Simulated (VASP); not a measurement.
Crystal: Ag.

```
Ag
1.0
     0.00000    2.01514    2.01514
     2.01514    0.00000    2.01514
     2.01514    2.01514    0.00000
Ag
1
Direct
  0.00000 0.00000 0.00000
```

Base run:

* Program: VASP 6.6.1
* Functional: r2SCAN
* Potentials or basis: VASP PAW PBE potentials, release 64 (Ag)
* Cutoff: 520 eV
* k mesh: 11 × 11 × 11
* Occupations: fermi-dirac, width 0.05 eV
* Spin: no spin polarisation

Its results: pressure 6.5 GPa.

Task: The run is repeated on the same cell with these changes: functional from r2SCAN to revPBE. What comes out?

Result: Pressure 12.7 GPa.

Caveats: the PAW data sets were made with another functional, which shifts forces and pressure a little.
